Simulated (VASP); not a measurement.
# Sb in VASP: single point with PBE

Aim: the single point of Sb with PBE.

Program: VASP 6.6.1. These are calculated values, not measurements. Logs are shortened: lines on timing, memory, paths and dates and some standing lists are left out, and cuts for length are marked.

## Step 1: The cell of the first run

The cell holds a slab with vacuum, 5 atoms: a = 3.160 Å, b = 4.469 Å, c = 23.938 Å, α = 90.00°, β = 90.00°, γ = 90.00°.

## Step 2: Single point, PBE

Contents of INCAR:

```
SYSTEM = Sb
PREC     = Accurate       ! precision mode
ENCUT    = 520            ! plane-wave cutoff, eV
EDIFF    = 1E-6           ! SCF threshold, eV
ISMEAR   = -1             ! smearing method
SIGMA    = 0.05           ! smearing width, eV
LREAL    = .False.        ! projectors in reciprocal space
LASPH    = .True.         ! aspherical terms in the spheres
NELM     = 60             ! most SCF steps
ALGO     = Normal         ! electronic algorithm
ISIF     = 2              ! what is computed and relaxed
LWAVE    = .False.        ! write WAVECAR
LCHARG   = .False.        ! write CHGCAR
LDIPOL   = .True.       
IDIPOL   = 3            
DIPOL    = 0.5 0.5 0.500
GGA      = PE             ! functional
NBANDS   = 20             ! bands
```

Contents of KPOINTS:

```
regular mesh
0
Gamma
  8 6 1
  0 0 0
```

Contents of POSCAR:

```
Sb
1.0
    3.1600000000      0.0000000000      0.0000000000
    0.0000000000      4.4689148571      0.0000000000
    0.0000000000      0.0000000000     23.9378297142
Sb
5
Direct
    0.0000000000      0.5000000000      0.3133116114
    0.0000000000      0.0000000000      0.4066558057
    0.0000000000      0.5000000000      0.5000000000
    0.0000000000      0.0000000000      0.5933441943
    0.0000000000      0.5000000000      0.6866883886
```

Potentials or basis: VASP PAW PBE potentials, release 64 (Sb).

Launch:

```
> cat potpaw_PBE.64/Sb/POTCAR > POTCAR
> mpirun -np 1 vasp_std > vasp.out
```

OUTCAR:

```text
SYSTEM = Sb
   PREC = Accurate
   ENCUT = 520
   EDIFF = 1E-6
   ISMEAR = -1
   LREAL = .False.
   LASPH = .True.
   NELM = 60
   ISIF = 2
   GGA = PE

 ion  position               nearest neighbor table
   1  0.000  0.500  0.313-   2 3.16   2 3.16
   2  0.000  0.000  0.407-   1 3.16   1 3.16   3 3.16   3 3.16
   3  0.000  0.500  0.500-   2 3.16   4 3.16   2 3.16   4 3.16
   4  0.000  0.000  0.593-   5 3.16   5 3.16   3 3.16   3 3.16
   5  0.000  0.500  0.687-   4 3.16   4 3.16

  LATTYP: Found a simple orthorhombic cell.
 ALAT       =     3.1600000000
 B/A-ratio  =     1.4142135624
 C/A-ratio  =     7.5752625678

  Lattice vectors:

 A1 = (   3.1600000000,   0.0000000000,   0.0000000000)
 A2 = (   0.0000000000,   4.4689148571,   0.0000000000)
 A3 = (   0.0000000000,   0.0000000000,  23.9378297142)

Analysis of symmetry for initial positions (statically):
=====================================================================
 Subroutine PRICEL returns:
 Original cell was already a primitive cell.

 Routine SETGRP: Setting up the symmetry group for a
 simple orthorhombic supercell.

 Subroutine GETGRP returns: Found  8 space group operations
 (whereof  8 operations were pure point group operations)
 out of a pool of  8 trial point group operations.

The static configuration has the point symmetry D_2h.

Analysis of symmetry for dynamics (positions and initial velocities):
=====================================================================
 Subroutine PRICEL returns:
 Original cell was already a primitive cell.

 Routine SETGRP: Setting up the symmetry group for a
 simple orthorhombic supercell.

 Subroutine GETGRP returns: Found  8 space group operations
 (whereof  8 operations were pure point group operations)
 out of a pool of  8 trial point group operations.

The dynamic configuration has the point symmetry D_2h.

 Subroutine INISYM returns: Found  8 space group operations
 (whereof  8 operations are pure point group operations),
 and found     1 'primitive' translations

----------------------------------------------------------------------------------------

                                     Primitive cell

  volume of cell :     338.0445

  direct lattice vectors                    reciprocal lattice vectors
     3.160000000  0.000000000  0.000000000     0.316455696  0.000000000  0.000000000
     0.000000000  4.468914857  0.000000000     0.000000000  0.223767969  0.000000000
     0.000000000  0.000000000 23.937829714     0.000000000  0.000000000  0.041774882

  length of vectors
     3.160000000  4.468914857 23.937829714     0.316455696  0.223767969  0.041774882

  position of ions in fractional coordinates (direct lattice)
     0.000000000  0.500000000  0.313311611
     0.000000000  0.000000000  0.406655806
     0.000000000  0.500000000  0.500000000
     0.000000000  0.000000000  0.593344194
     0.000000000  0.500000000  0.686688389

  ion indices of the primitive-cell ions
   primitive index   ion index
                 1           1
                 2           2
                 3           3
                 4           4
                 5           5

----------------------------------------------------------------------------------------

 KPOINTS: regular mesh

Automatic generation of k-mesh.
 Grid dimensions read from file:
 generate k-points for:    8    6    1

 Generating k-lattice:

  Cartesian coordinates                     Fractional coordinates (reciprocal lattice)
     0.039556962  0.000000000  0.000000000     0.125000000  0.000000000  0.000000000
     0.000000000  0.037294661  0.000000000     0.000000000  0.166666667  0.000000000
     0.000000000  0.000000000  0.041774882     0.000000000  0.000000000  1.000000000

  Length of vectors
     0.039556962  0.037294661  0.041774882

  Shift w.r.t. Gamma in fractional coordinates (k-lattice)
     0.000000000  0.000000000  0.000000000

 Subroutine IBZKPT returns following result:
 ===========================================

 Found     20 irreducible k-points:

 Following reciprocal coordinates:
            Coordinates               Weight
  0.000000  0.000000  0.000000      1.000000
  0.125000  0.000000  0.000000      2.000000
  0.250000  0.000000  0.000000      2.000000
  0.375000  0.000000  0.000000      2.000000
  0.500000  0.000000  0.000000      1.000000
  0.000000  0.166667  0.000000      2.000000
[... 12 lines left out ...]
  0.375000  0.500000  0.000000      2.000000
  0.500000  0.500000  0.000000      1.000000
   k-points           NKPTS =     20   k-points in BZ     NKDIM =     20   number of bands    NBANDS=     20
   number of dos      NEDOS =    301   number of ions     NIONS =      5
   total plane-waves  NPLWV = 155520
   dimension x,y,z NGX =    24 NGY =   36 NGZ =  180
   dimension x,y,z NGXF=    48 NGYF=   72 NGZF=  360
   ions per type =               5
   NGX,Y,Z   is equivalent  to a cutoff of  12.63, 13.39, 12.50 a.u.
   NGXF,Y,Z  is equivalent  to a cutoff of  25.25, 26.78, 25.00 a.u.
 SYSTEM =  Sb
   PREC   = accura    normal or accurate (medium, high low for compatibility)
   ISTART =      0    job   : 0-new  1-cont  2-samecut
   ICHARG =      2    charge: 1-file 2-atom 10-const
   ISPIN  =      1    spin polarized calculation?
   LNONCOLLINEAR =      F non collinear calculations
   LSORBIT =      F    spin-orbit coupling
   LASPH  =      T    aspherical Exc in radial PAW
   ENCUT  =  520.0 eV  38.22 Ry    6.18 a.u.   5.88  8.31 44.51*2*pi/ulx,y,z
   NELM   =     60;   NELMIN=  2; NELMDL= -5     # of ELM steps
   EDIFF  = 0.1E-05   stopping-criterion for ELM
   LREAL  =      F    real-space projection
   EDIFFG = 0.1E-04   stopping-criterion for IOM
   NSW    =      0    number of steps for IOM
   IBRION =     -1    ionic relax: 0-MD 1-quasi-New 2-CG
   NFREE  =      0    steps in history (QN), initial steepest desc. (CG)
   ISIF   =      2    stress and relaxation
   ISYM   =      2    0-nonsym 1-usesym 2-fastsym
   POTIM  = 0.5000    time-step for ionic-motion
   TEBEG  =    0.0;   TEEND  =   0.0 temperature during run
   PSTRESS=    0.0 pullay stress
   NELECT =      25.0000    total number of electrons
   NUPDOWN=      -1.0000    fix difference up-down
   EMIN   =  10.00;   EMAX   =-10.00  energy-range for DOS
   EFERMI =   0.00;   METHOD = LEGACY
   ISMEAR =    -1;   SIGMA  =   0.05  broadening in eV -4-tet -1-fermi 0-gaus
   EFERMI_NEDOS =   21; number of points for ismear=-14 and -15
   IALGO  =     38    algorithm
   IMIX   =      4    mixing-type and parameters
     AMIX     =   0.40;   BMIX     =  1.00
     AMIX_MAG =   1.60;   BMIX_MAG =  1.00
  volume/ion in A,a.u.               =      67.61       456.25
  Fermi-wavevector in a.u.,A,eV,Ry     =   0.687169  1.298561  6.424687  0.472201
  Thomas-Fermi vector in A             =   1.767607
   LORBIT       =      0    0 simple, 1 ext, 2 COOP (PROOUT), +10 PAW based schemes
   GGA     = PE    functional components
   LHFCALC =     F    Hartree Fock is set to
   AEXX    =    0.0000 exact exchange contribution
   IVDW    =     0    specifies the selected vdW correction
   LEPSILON=     F    determine dielectric tensor
   LRPA    =     F    only Hartree local field effects (RPA)
 non-spin polarized calculation
  energy-cutoff  :      520.00
  volume of cell :      338.04
 maximum number of plane-waves:      9152
 NGX is ok and might be reduce to    24
   NGX = 11   NGY = 17   NGZ = 89

 dipolmoment           0.000000      0.000000      0.000000 electrons x Angstroem

 number of electron      25.0000003 magnetization

 dipolmoment           0.000000      0.000000     -0.000000 electrons x Angstroem

 Free energy of the ion-electron system (eV)
  ---------------------------------------------------
  ext. energy  EPLUGINS =         0.00000000
  ---------------------------------------------------
  free energy    TOTEN  =       -19.65224565 eV

  energy without entropy =      -19.62292387  energy(sigma->0) =      -19.63758476

 E-fermi :   0.6069     XC(G=0):  -5.0335

 val. band max:        0.5976657496   @ k =   0.2500   0.0000   0.0000
 cond. band min:       0.6193726612   @ k =   0.2500   0.3333   0.0000
 fundamental gap:      0.0217069115
 Fermi energy:         0.6068546071

 k-point     1 :       0.0000    0.0000    0.0000
  band No.  band energies     occupation
      1     -11.0692      2.00000
      2     -10.4146      2.00000
      3      -9.4190      2.00000
      4      -8.2461      2.00000
      5      -7.1833      2.00000
      6      -2.3275      2.00000
[... 12 lines left out ...]
     19       4.6362      0.00000
     20       4.6646      0.00000

 k-point     2 :       0.1250    0.0000    0.0000
  band No.  band energies     occupation
      1     -10.8568      2.00000
      2     -10.2013      2.00000
      3      -9.2041      2.00000
      4      -8.0288      2.00000
      5      -6.9630      2.00000
      6      -2.1305      2.00000
[... 12 lines left out ...]
     19       3.9202      0.00000
     20       4.4877      0.00000

 k-point     3 :       0.2500    0.0000    0.0000
  band No.  band energies     occupation
      1     -10.2457      2.00000
      2      -9.5866      2.00000
      3      -8.5825      2.00000
      4      -7.3967      2.00000
      5      -6.3172      2.00000
      6      -1.5883      2.00000
[... 12 lines left out ...]
     19       3.3706      0.00000
     20       3.7659      0.00000

 k-point     4 :       0.3750    0.0000    0.0000
  band No.  band energies     occupation
      1      -9.3782      2.00000
      2      -8.7097      2.00000
      3      -7.6872      2.00000
      4      -6.4705      2.00000
      5      -5.3483      2.00000
      6      -3.2840      2.00000
[... 337 lines left out ...]
 k-point    19 :       0.3750    0.5000    0.0000
  band No.  band energies     occupation
      1      -7.8033      2.00000
      2      -7.7632      2.00000
      3      -7.4951      2.00000
      4      -7.3173      2.00000
      5      -7.1704      2.00000
      6      -2.5240      2.00000
[... 12 lines left out ...]
     19       4.2926      0.00000
     20       4.4132      0.00000

 k-point    20 :       0.5000    0.5000    0.0000
  band No.  band energies     occupation
      1      -7.2468      2.00000
      2      -7.2050      2.00000
      3      -6.9208      2.00000
      4      -6.7324      2.00000
      5      -6.5732      2.00000
      6      -2.9131      2.00000
[... 12 lines left out ...]
     19       3.5643      0.00000
     20       4.1123      0.00000

------------------------ aborting loop because EDIFF is reached ----------------------------------------

 vacuum level on the upper side and lower side of the slab       (xc-potential included)        -0.133        -0.133

  FORCE on cell =-STRESS in cart. coord.  units (eV):
  Direction    XX          YY          ZZ          XY          YZ          ZX
  --------------------------------------------------------------------------------------
  -------------------------------------------------------------------------------------
  Total       -3.9994721     -4.3835149     -4.0637771      0.0000000      0.0000000      0.0000000
  in kB      -18.9556779    -20.7758660    -19.2604541      0.0000000      0.0000000      0.0000000
  external PRESSURE =     -19.6639993 kB  Pullay stress =       0.0000000 kB

 VOLUME and BASIS-vectors are now :
 -----------------------------------------------------------------------------
  energy-cutoff  :      520.00
  volume of cell :      338.04
      direct lattice vectors                 reciprocal lattice vectors
     3.160000000  0.000000000  0.000000000     0.316455696  0.000000000  0.000000000
     0.000000000  4.468914857  0.000000000     0.000000000  0.223767969  0.000000000
     0.000000000  0.000000000 23.937829714     0.000000000  0.000000000  0.041774882

 POSITION                                       TOTAL-FORCE (eV/Angst)
 -----------------------------------------------------------------------------------
      0.00000      2.23446      7.50000         0.000000     -0.000000      0.822852
      0.00000      0.00000      9.73446        -0.000000     -0.000000     -0.736273
      0.00000      2.23446     11.96891         0.000000      0.000000     -0.000000
      0.00000      0.00000     14.20337         0.000000      0.000000      0.736273
      0.00000      2.23446     16.43783         0.000000      0.000000     -0.822852
 -----------------------------------------------------------------------------------
    total drift:                               -0.000000      0.000000      0.000000

  FREE ENERGIE OF THE ION-ELECTRON SYSTEM (eV)
  ---------------------------------------------------
  free  energy   TOTEN  =       -19.6522456457 eV

  energy  without entropy=      -19.6229238650  energy(sigma->0) =      -19.63758476

 vacuum level on the upper side and lower side of the slab         4.958         4.958
```

It took 92 s on 1 thread of Intel Xeon 6975P-C (Granite Rapids), shared host; peak memory 0.43 GiB.

What came out:

```yaml
Free_energy: -19.6522 eV
Largest_force: 0.823 eV/Å
Band_gap_on_the_k_mesh: zero (an odd number of electrons rules out a gap without spin polarisation)
```

Forces on the atoms (eV/Å):
```
Sb   0.000  0.000  0.823
Sb   0.000  0.000 -0.736
Sb   0.000  0.000  0.000
Sb   0.000  0.000  0.736
Sb   0.000  0.000 -0.823
```

Caveat: spin-orbit coupling is left out, which moves the levels of the heavy elements.

The gap in the log of VASP goes by the Fermi energy; the results here count the filled bands.